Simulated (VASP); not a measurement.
Crystal: WS2.

```
W S
1.0
     3.21928    0.00000    0.00000
    -1.60964    2.78798    0.00000
     0.00000    0.00000   15.00343
W S
2 4
Direct
  0.33333 0.66667 0.25000
  0.66667 0.33333 0.75000
  0.33333 0.66667 0.64425
  0.66667 0.33333 0.14425
  0.33333 0.66667 0.85575
  0.66667 0.33333 0.35575
```

* Program: VASP 6.6.1
* Task: relaxation of shape and atoms at fixed volume
* Functional: PBE
* Potentials or basis: VASP PAW PBE potentials, release 64 (W_sv, S)
* Cutoff: 600 eV
* k mesh: 12 × 12 × 2
* Occupations: gaussian, width 0.02 eV
* Spin: no spin polarisation

At the start: pressure -3.6 GPa; volume 22.44 Å³/atom.

**Question.** Where does the relaxation end?

**Answer.** Over 9 steps the energy falls by 7.4 meV/atom; space group P6_3/mmc (No. 194, to 0.1 Å) before and after.

The path:
```tsv
step	energy change (eV)	largest force (eV/Å)	pressure (GPa)	volume (Å³)
1	0.0000	0.4928	-3.60	134.66
2	-0.0242	0.0293	-1.73	134.66
3	-0.0243	0.0211	-1.68	134.66
4	-0.0386	0.0060	-0.90	134.66
5	-0.0442	0.0137	0.02	134.66
6	-0.0442	0.0139	-0.02	134.66
7	-0.0442	0.0133	-0.06	134.66
8	-0.0442	0.0136	-0.15	134.66
9	-0.0442	0.0008	-0.11	134.66
```

Final structure:
```xyz
6
Lattice="3.1892 0.0000 0.0000 -1.5946 2.7619 0.0000 0.0000 0.0000 15.2881" Properties=species:S:1:pos:R:3 pbc="T T T"
W     0.0000    1.8413    3.8220
W     1.5946    0.9206   11.4661
S     0.0000    1.8413    9.8953
S     1.5946    0.9206    2.2512
S     0.0000    1.8413   13.0369
S     1.5946    0.9206    5.3928
```

Caveat: this functional lacks dispersion, which binds the layers, so the pressure and a relaxed spacing across them are unreliable.
